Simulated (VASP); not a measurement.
A run of VASP 6.6.1:

INCAR

```
SYSTEM = Si7P
PREC = Accurate ; ENCUT = 520
EDIFF = 1E-7 ; ISMEAR = 0
SIGMA = 0.2 ; LREAL = Auto
LASPH = .True. ; NELM = 100
ALGO = Normal ; ISIF = 2
LWAVE = .False. ; LCHARG = .True.
GGA = PE ; LELF = .True.
LVHAR = .True. ; NBANDS = 47
```

The input KPOINTS:

```
Automatic mesh
0
Gamma
  3 3 3
  0 0 0
```

The input POSCAR:

```
Si7P
1.0
    3.8134287689      2.2016841245      6.4229261614
   -3.8134287689      2.2016841245      6.4229261614
    0.0000000000     -4.4033682542      6.4229261597
Si P
14 2
Direct
    0.4383725854      0.4383725854      0.4383725854
    0.5616274146      0.5616274146      0.5616274146
    0.4392611155      0.9363398480      0.4392611155
    0.5607388845      0.0636601520      0.5607388845
    0.4392611155      0.4392611155      0.9363398480
    0.5607388845      0.5607388845      0.0636601520
    0.0605791212      0.0605791212      0.5610686670
    0.5610686670      0.0605791212      0.0605791212
    0.0605791212      0.5610686670      0.0605791212
    0.9394208788      0.9394208788      0.4389313330
    0.4389313330      0.9394208788      0.9394208788
    0.9394208788      0.4389313330      0.9394208788
    0.0636601520      0.5607388845      0.5607388845
    0.9363398480      0.4392611155      0.4392611155
    0.9309421692      0.9309421692      0.9309421692
    0.0690578308      0.0690578308      0.0690578308
```

Potentials or basis: VASP PAW PBE potentials, release 64 (Si, P).

Launch:

```bash
$ cat potpaw_PBE.64/Si/POTCAR potpaw_PBE.64/P/POTCAR > POTCAR
$ mpirun -np 1 vasp_std > vasp.out
```

Hardware: 1 thread of Intel(R) Xeon(R) 6975P-C (Granite Rapids) (shared host).

Problem. Estimate the wall time of this run.

Solution. It took 84 s on 1 thread of Intel(R) Xeon(R) 6975P-C (Granite Rapids), on a shared host, peak memory 0.47 GiB. Counts: scf iterations 16, k points 6.
